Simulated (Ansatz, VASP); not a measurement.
Two plane-wave programs on Al

INCAR

```
SYSTEM = Al
PREC = Accurate ; ENCUT = 520
EDIFF = 1E-6 ; ISMEAR = 0
SIGMA = 0.15 ; LREAL = .FALSE.
LASPH = .TRUE. ; NELM = 60
ALGO = Normal ; ISIF = 2
LWAVE = .FALSE. ; LCHARG = .FALSE.
NBANDS = 8
```

KPOINTS

```
Automatic mesh
0
G
  22 22 22
  0 0 0
```

Contents of POSCAR:

```
Al
1.0
   -1.4529720876      1.4529720876      1.8181039732
    1.4529720876     -1.4529720876      1.8181039732
    1.4529720876      1.4529720876     -1.8181039732
Al
1
Direct
    0.0000000000      0.0000000000      0.0000000000
```

Input for Ansatz:

```yaml
crystal:
  lattice:
    - [-1.4529720876, 1.4529720876, 1.8181039732]
    - [1.4529720876, -1.4529720876, 1.8181039732]
    - [1.4529720876, 1.4529720876, -1.8181039732]
  atoms:
    - { symbol: Al, position: [0.0, 0.0, 0.0] }
basis:
  ecutwfc: 420
kpoints:
  mp_grid: { grid: [22, 22, 22] }
hamiltonian:
  xc: lda
scf:
  occupations: { method: gaussian, width: 0.15 }
output:
  forces: true
  stress: true
  eigenvalues: true
```

Alike in both runs: task single point; functional LDA; k mesh 22 × 22 × 22; occupations gaussian, width 0.15 eV; no spin polarisation.

```csv
,VASP,Ansatz
version,VASP 6.6.1,Ansatz 0.2.0
potentials or method,"VASP PAW LDA potentials, release 64 (Al), cutoff 520 eV","scalar-relativistic, plane waves, PAW"
valence electrons in the cell,3,3
```

|  | VASP | Ansatz | Ansatz less VASP |
| --- | --- | --- | --- |
| gap on the k mesh at the Fermi level (eV) | none | none | - |
| pressure (GPa) | 3.6 | 3.5 | -0.10 |
| traceless stress, the component that is largest in VASP (GPa) | 4.65 | 4.62 | -0.033 |

LDA's correlation is that of Perdew and Zunger in VASP and of Perdew and Wang (1992) in Ansatz. A gap of «none» marks a metal or a gap that the smearing closes.
